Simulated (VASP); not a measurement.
# Mo (Im-3m) in VASP: settings compared

Aim: see how the results for Mo move with the level of theory and the settings. Levels: PBE, PBEsol. Tasks: single point.

All numbers are computed with VASP 6.6.1; they aren't measurements. Logs are shortened: lines on timing, memory, paths and dates and some standing lists are left out, and cuts for length are marked.

### Step 1. The cell of the first run

The structure is cubic, space group Im-3m (No. 229). Conventional cell: a = 3.017 Å, b = 3.017 Å, c = 3.017 Å, α = 90.00°, β = 90.00°, γ = 90.00°. Mo (site symmetry m-3m) has 14 Mo at 2.61 to 3.02 Å within 3.4 Å.

### Step 2. Single point, PBE (strained)

INCAR reads:

```
ALGO = Normal
EDIFF = 1E-7
ENCUT = 520
GGA = PE
ISIF = 2
ISMEAR = 0
LASPH = T
LCHARG = F
LREAL = F
LWAVE = F
NBANDS = 13
NELM = 80
PREC = Accurate
SIGMA = 0.1
```

KPOINTS reads:

```
k-points
0
Gamma
  18 18 18
```

POSCAR reads:

```
Mo
1.0
   -1.5083956500      1.5083956500      1.5083956500
    1.5083956500     -1.5083956500      1.5083956500
    1.5083956500      1.5083956500     -1.5083956500
Mo
1
Direct
    0.0000000000      0.0000000000      0.0000000000
```

Potentials or basis: VASP PAW PBE potentials, release 64 (Mo_sv).

The run is started by

```
cat potpaw_PBE.64/Mo_sv/POTCAR > POTCAR
mpirun -np 1 vasp_std > vasp.out
```

OUTCAR:

```text
EDIFF = 1E-7
   ENCUT = 520
   GGA = PE
   ISIF = 2
   ISMEAR = 0
   LASPH = T
   LREAL = F
   NELM = 80
   PREC = Accurate

 ion  position               nearest neighbor table
   1  0.000  0.000  0.000-

  LATTYP: Found a body centered cubic cell.
 ALAT       =     3.0167913000

  Lattice vectors:

 A1 = (  -1.5083956500,   1.5083956500,   1.5083956500)
 A2 = (   1.5083956500,  -1.5083956500,   1.5083956500)
 A3 = (   1.5083956500,   1.5083956500,  -1.5083956500)

Analysis of symmetry for initial positions (statically):
=====================================================================
 Subroutine PRICEL returns:
 Original cell was already a primitive cell.

 Routine SETGRP: Setting up the symmetry group for a
 body centered cubic supercell.

 Subroutine GETGRP returns: Found 48 space group operations
 (whereof 48 operations were pure point group operations)
 out of a pool of 48 trial point group operations.

The static configuration has the point symmetry O_h .

Analysis of symmetry for dynamics (positions and initial velocities):
=====================================================================
 Subroutine PRICEL returns:
 Original cell was already a primitive cell.

 Routine SETGRP: Setting up the symmetry group for a
 body centered cubic supercell.

 Subroutine GETGRP returns: Found 48 space group operations
 (whereof 48 operations were pure point group operations)
 out of a pool of 48 trial point group operations.

The dynamic configuration has the point symmetry O_h .

 Subroutine INISYM returns: Found 48 space group operations
 (whereof 48 operations are pure point group operations),
 and found     1 'primitive' translations

----------------------------------------------------------------------------------------

                                     Primitive cell

  volume of cell :      13.7280

  direct lattice vectors                    reciprocal lattice vectors
    -1.508395650  1.508395650  1.508395650     0.000000000  0.331478018  0.331478018
     1.508395650 -1.508395650  1.508395650     0.331478018  0.000000000  0.331478018
     1.508395650  1.508395650 -1.508395650     0.331478018  0.331478018  0.000000000

  length of vectors
     2.612617904  2.612617904  2.612617904     0.468780708  0.468780708  0.468780708

  position of ions in fractional coordinates (direct lattice)
     0.000000000  0.000000000  0.000000000

  ion indices of the primitive-cell ions
   primitive index   ion index
                 1           1

----------------------------------------------------------------------------------------

 KPOINTS: k-points

Automatic generation of k-mesh.
 Grid dimensions read from file:
 generate k-points for:   18   18   18

 Generating k-lattice:

  Cartesian coordinates                     Fractional coordinates (reciprocal lattice)
     0.000000000  0.018415445  0.018415445     0.055555556  0.000000000  0.000000000
     0.018415445  0.000000000  0.018415445     0.000000000  0.055555556  0.000000000
     0.018415445  0.018415445  0.000000000     0.000000000  0.000000000  0.055555556

  Length of vectors
     0.026043373  0.026043373  0.026043373

  Shift w.r.t. Gamma in fractional coordinates (k-lattice)
     0.000000000  0.000000000  0.000000000

 Subroutine IBZKPT returns following result:
 ===========================================

 Found    195 irreducible k-points:

 Following reciprocal coordinates:
            Coordinates               Weight
  0.000000  0.000000  0.000000      1.000000
  0.055556  0.000000  0.000000     12.000000
  0.111111  0.000000  0.000000     12.000000
  0.166667  0.000000  0.000000     12.000000
  0.222222  0.000000  0.000000     12.000000
  0.277778  0.000000  0.000000     12.000000
[... 16 lines left out ...]
  0.333333  0.111111 -0.000000     48.000000
  0.388889  0.111111  0.000000     48.000000
 [... further k-points ...]
   k-points           NKPTS =    195   k-points in BZ     NKDIM =    195   number of bands    NBANDS=     13
   number of dos      NEDOS =    301   number of ions     NIONS =      1
   total plane-waves  NPLWV =   8000
   dimension x,y,z NGX =    20 NGY =   20 NGZ =   20
   dimension x,y,z NGXF=    40 NGYF=   40 NGZF=   40
   ions per type =               1
   NGX,Y,Z   is equivalent  to a cutoff of  12.73, 12.73, 12.73 a.u.
   NGXF,Y,Z  is equivalent  to a cutoff of  25.45, 25.45, 25.45 a.u.
 SYSTEM =  unknown system
   PREC   = accura    normal or accurate (medium, high low for compatibility)
   ISTART =      0    job   : 0-new  1-cont  2-samecut
   ICHARG =      2    charge: 1-file 2-atom 10-const
   ISPIN  =      1    spin polarized calculation?
   LNONCOLLINEAR =      F non collinear calculations
   LSORBIT =      F    spin-orbit coupling
   LASPH  =      T    aspherical Exc in radial PAW
   ENCUT  =  520.0 eV  38.22 Ry    6.18 a.u.   4.86  4.86  4.86*2*pi/ulx,y,z
   NELM   =     80;   NELMIN=  2; NELMDL= -5     # of ELM steps
   EDIFF  = 0.1E-06   stopping-criterion for ELM
   LREAL  =      F    real-space projection
   EDIFFG = 0.1E-05   stopping-criterion for IOM
   NSW    =      0    number of steps for IOM
   IBRION =     -1    ionic relax: 0-MD 1-quasi-New 2-CG
   NFREE  =      0    steps in history (QN), initial steepest desc. (CG)
   ISIF   =      2    stress and relaxation
   ISYM   =      2    0-nonsym 1-usesym 2-fastsym
   POTIM  = 0.5000    time-step for ionic-motion
   TEBEG  =    0.0;   TEEND  =   0.0 temperature during run
   PSTRESS=    0.0 pullay stress
   NELECT =      14.0000    total number of electrons
   NUPDOWN=      -1.0000    fix difference up-down
   EMIN   =  10.00;   EMAX   =-10.00  energy-range for DOS
   EFERMI =   0.00;   METHOD = LEGACY
   ISMEAR =     0;   SIGMA  =   0.10  broadening in eV -4-tet -1-fermi 0-gaus
   EFERMI_NEDOS =   21; number of points for ismear=-14 and -15
   IALGO  =     38    algorithm
   IMIX   =      4    mixing-type and parameters
     AMIX     =   0.40;   BMIX     =  1.00
     AMIX_MAG =   1.60;   BMIX_MAG =  1.00
  volume/ion in A,a.u.               =      13.73        92.64
  Fermi-wavevector in a.u.,A,eV,Ry     =   1.647842  3.113970 36.945033  2.715383
  Thomas-Fermi vector in A             =   2.737232
   LORBIT       =      0    0 simple, 1 ext, 2 COOP (PROOUT), +10 PAW based schemes
   GGA     = PE    functional components
   LHFCALC =     F    Hartree Fock is set to
   AEXX    =    0.0000 exact exchange contribution
   IVDW    =     0    specifies the selected vdW correction
   LEPSILON=     F    determine dielectric tensor
   LRPA    =     F    only Hartree local field effects (RPA)
 non-spin polarized calculation
 Gauss-broadening in eV      SIGMA  =   0.10
  energy-cutoff  :      520.00
  volume of cell :       13.73
 maximum number of plane-waves:       382
   NGX =  9   NGY =  9   NGZ =  9

 number of electron      14.0000004 magnetization

 Free energy of the ion-electron system (eV)
  ---------------------------------------------------
  ext. energy  EPLUGINS =         0.00000000
  ---------------------------------------------------
  free energy    TOTEN  =       -10.64723025 eV

  energy without entropy =      -10.64501808  energy(sigma->0) =      -10.64612416

 E-fermi :  14.8475     XC(G=0): -14.1396

 val. band max:       14.8056897075   @ k =  -0.3889   0.4444   0.2778
 cond. band min:      14.8735799695   @ k =  -0.3333   0.3889   0.2778
 fundamental gap:      0.0678902620
 Fermi energy:        14.8475087212

 k-point     1 :       0.0000    0.0000    0.0000
  band No.  band energies     occupation
      1     -46.5542      2.00000
      2     -19.4466      2.00000
      3     -19.4466      2.00000
      4     -19.4466      2.00000
      5       7.1960      2.00000
      6      13.1524      2.00000
      7      13.1524      2.00000
      8      13.1524      2.00000
      9      16.6893      0.00000
     10      16.6894      0.00000
     11      29.7878      0.00000
     12      29.7878      0.00000
     13      29.7878      0.00000

 k-point     2 :       0.0556    0.0000    0.0000
  band No.  band energies     occupation
      1     -46.5413      2.00000
      2     -19.5154      2.00000
      3     -19.4672      2.00000
      4     -19.4473      2.00000
      5       7.3558      2.00000
      6      13.0569      2.00000
      7      13.1368      2.00000
      8      13.3053      2.00000
      9      16.5383      0.00000
     10      16.6895      0.00000
     11      29.9201      0.00000
     12      30.0576      0.00000
     13      30.1581      0.00000

 k-point     3 :       0.1111    0.0000    0.0000
  band No.  band energies     occupation
      1     -46.5041      2.00000
      2     -19.7111      2.00000
      3     -19.5263      2.00000
      4     -19.4495      2.00000
      5       7.8051      2.00000
      6      12.7932      2.00000
      7      13.0706      2.00000
      8      13.7577      2.00000
      9      16.2151      0.00000
     10      16.6979      0.00000
     11      30.2529      0.00000
     12      30.8426      0.00000
     13      31.1042      0.00000
[... 305 lines left out ...]
 k-point    23 :       0.3333    0.1111   -0.0000
  band No.  band energies     occupation
      1     -46.1490      2.00000
      2     -21.2619      2.00000
      3     -20.0942      2.00000
      4     -19.5587      2.00000
      5       9.3450      2.00000
      6      11.0734      2.00000
      7      14.3478      2.00000
      8      16.4919      0.00000
      9      17.7326      0.00000
     10      20.2104      0.00000
     11      28.4140      0.00000
     12      29.8166      0.00000
     13      34.6991      0.00000

 k-point    24 :       0.3889    0.1111    0.0000
  band No.  band energies     occupation
      1     -46.1117      2.00000
      2     -21.4055      2.00000
      3     -20.1615      2.00000
      4     -19.5625      2.00000
      5       9.1418      2.00000
      6      10.9267      2.00000
      7      15.0502      0.00415
      8      16.6431      0.00000
      9      18.0692      0.00000
     10      21.2439      0.00000
     11      27.8733      0.00000
     12      28.7284      0.00000
     13      33.6491      0.00000

 [... further k-points ...]
[... 5 lines left out ...]
  --------------------------------------------------------------------------------------
  -------------------------------------------------------------------------------------
  Total        4.2725106      4.2725106      4.2725106      0.0000000      0.0000000      0.0000000
  in kB      498.6409355    498.6409355    498.6409355      0.0000000      0.0000000      0.0000000
  external PRESSURE =     498.6409355 kB  Pullay stress =       0.0000000 kB

 VOLUME and BASIS-vectors are now :
 -----------------------------------------------------------------------------
  energy-cutoff  :      520.00
  volume of cell :       13.73
      direct lattice vectors                 reciprocal lattice vectors
    -1.508395650  1.508395650  1.508395650     0.000000000  0.331478018  0.331478018
     1.508395650 -1.508395650  1.508395650     0.331478018  0.000000000  0.331478018
     1.508395650  1.508395650 -1.508395650     0.331478018  0.331478018  0.000000000

 POSITION                                       TOTAL-FORCE (eV/Angst)
 -----------------------------------------------------------------------------------
      0.00000      0.00000      0.00000         0.000000      0.000000      0.000000
 -----------------------------------------------------------------------------------
    total drift:                                0.000000     -0.000000      0.000000

  FREE ENERGIE OF THE ION-ELECTRON SYSTEM (eV)
  ---------------------------------------------------
  free  energy   TOTEN  =       -10.6472302516 eV

  energy  without entropy=      -10.6450180765  energy(sigma->0) =      -10.64612416
```

Run time: 23 s. Hardware: 1 thread of Intel Xeon Platinum 8259CL at 2.50GHz (Skylake/Cascade Lake), shared host; peak memory 0.15 GiB.

What came out:

```
Free energy            : -10.6472 eV
Pressure               : 49.9 GPa
Band gap on the k mesh : zero (band 7 reaches 19.57 eV, above the bottom of band 8 at 13.15 eV)
```

Levels at points of the mesh, in eV from the Fermi level:
| k point | band 5 | band 6 | band 7 | band 8 | band 9 | band 10 |
| --- | --- | --- | --- | --- | --- | --- |
| (0.00, 0.00, 0.00) | -7.65 | -1.70 | -1.70 | -1.70 | 1.84 | 1.84 |
| (0.50, 0.00, 0.00) | -6.21 | -4.13 | 1.96 | 2.19 | 2.71 | 5.68 |
| (0.50, 0.50, 0.50) | -6.58 | -6.58 | 4.72 | 4.72 | 4.72 | 10.11 |

Caveat: the cell differs from its parent crystal (strained).

### Step 3. Single point, PBE (strained)

INCAR reads:

```
SYSTEM = Mo
ALGO     = Fast           ! electronic algorithm
EDIFF    = 1E-7           ! SCF threshold, eV
ENCUT    = 520            ! plane-wave cutoff, eV
GGA      = PE             ! functional
ISIF     = 2              ! what is computed and relaxed
ISMEAR   = 0              ! smearing method
LASPH    = .True.         ! aspherical terms in the spheres
LCHARG   = .True.         ! write CHGCAR
LELF     = .True.         ! ELF
LREAL    = .False.        ! projectors in reciprocal space
LVHAR    = .True.       
LWAVE    = .False.        ! write WAVECAR
NBANDS   = 13             ! bands
NELM     = 60             ! most SCF steps
PREC     = Accurate       ! precision mode
SIGMA    = 0.1            ! smearing width, eV
```

KPOINTS reads:

```
k-points
0
Gamma
  18 18 18
  0 0 0
```

POSCAR reads:

```
Mo
1.0
   -1.5355582400      1.5355582400      1.5355582400
    1.5355582400     -1.5355582400      1.5355582400
    1.5355582400      1.5355582400     -1.5355582400
Mo
1
Direct
    0.0000000000      0.0000000000      0.0000000000
```

Potentials or basis: VASP PAW PBE potentials, release 64 (Mo_sv).

The run is started by

```
cat potpaw_PBE.64/Mo_sv/POTCAR > POTCAR
mpirun -np 1 vasp_std > vasp.out
```

Run time: 26 s. Hardware: 1 thread of Intel Xeon 6975P-C, shared host; peak memory 0.15 GiB.

Results (log left out):

```yaml
Free_energy: -10.8281 eV
Pressure: 27.7 GPa
Band_gap_on_the_k_mesh: zero (band 7 reaches 18.29 eV, above the bottom of band 8 at 12.34 eV)
```

Levels at points of the mesh, in eV from the Fermi level:
```
           k point  band 4  band 5  band 6  band 7  band 8  band 9  band 10  band 11
(0.00, 0.00, 0.00)  -34.41   -7.51   -1.56   -1.56   -1.56    1.76     1.76    14.90
(0.50, 0.00, 0.00)  -34.43   -5.84   -3.82    1.84    1.92    2.53     5.26    12.07
(0.50, 0.50, 0.50)  -35.62   -6.10   -6.10    4.39    4.39    4.39     9.65     9.65
```

Caveat: the cell differs from its parent crystal (strained).

### Step 4. Single point, PBEsol (functional PBEsol, strained)

INCAR reads:

```
PREC     = Accurate       # precision mode
ENCUT    = 520            # plane-wave cutoff, eV
EDIFF    = 1E-6           # SCF threshold, eV
ISMEAR   = 0              # smearing method
SIGMA    = 0.1            # smearing width, eV
LREAL    = False          # projectors in reciprocal space
LASPH    = True           # aspherical terms in the spheres
NELM     = 60             # most SCF steps
ALGO     = Normal         # electronic algorithm
ISIF     = 2              # what is computed and relaxed
LWAVE    = False          # write WAVECAR
LCHARG   = False          # write CHGCAR
GGA      = PS             # functional
NBANDS   = 13             # bands
```

KPOINTS reads:

```
regular mesh
0
Gamma
  18 18 18
```

POSCAR reads:

```
Mo
1.0
   -1.5673081500      1.5673081500      1.5673081500
    1.5673081500     -1.5673081500      1.5673081500
    1.5673081500      1.5673081500     -1.5673081500
Mo
1
Direct
    0.0000000000      0.0000000000      0.0000000000
```

The run is started by

```
cat potpaw_PBE.64/Mo_sv/POTCAR > POTCAR
mpirun -np 1 vasp_std > vasp.out
```

Wall time 18 s (1 thread of Intel Xeon 6975P-C, shared host); peak memory 0.15 GiB.

The run converged. Its results:

* Free energy: -11.7779 eV
* Pressure: -0.9 GPa
* Band gap on the k mesh: zero (band 7 reaches 16.80 eV, above the bottom of band 8 at 11.31 eV)

Levels at points of the mesh, in eV from the Fermi level:
| k point | band 4 | band 5 | band 6 | band 7 | band 8 | band 9 | band 10 | band 11 |
| --- | --- | --- | --- | --- | --- | --- | --- | --- |
| (0.00, 0.00, 0.00) | -34.47 | -7.35 | -1.41 | -1.41 | -1.41 | 1.66 | 1.66 | 14.81 |
| (0.50, 0.00, 0.00) | -34.48 | -5.46 | -3.50 | 1.64 | 1.70 | 2.34 | 4.87 | 11.85 |
| (0.50, 0.50, 0.50) | -35.48 | -5.60 | -5.60 | 4.08 | 4.08 | 4.08 | 9.12 | 9.12 |

Caveat: the cell differs from its parent crystal (functional PBEsol, strained); the PAW data sets were made with another functional, which shifts forces and pressure a little.

### Step 5. The runs side by side

```csv
level,cell,gap on the mesh (eV),pressure (GPa)
PBE,"a = 2.613 Å, angles 109.5°, 1 atom",none,49.9
PBE,"a = 2.660 Å, angles 109.5°, 1 atom",none,27.7
PBEsol,"a = 2.715 Å, angles 109.5°, 1 atom",none,-0.9
```

Alike in all rows: task single point; potentials or basis VASP PAW PBE potentials, release 64 (Mo_sv); no spin polarisation; k mesh 18 × 18 × 18; cutoff (eV) 520; smearing gaussian 0.1 eV.

Caveats: the PAW data sets were made with another functional, which shifts forces and pressure a little (some runs).

Absolute energies hang on the potentials; compare differences alone.
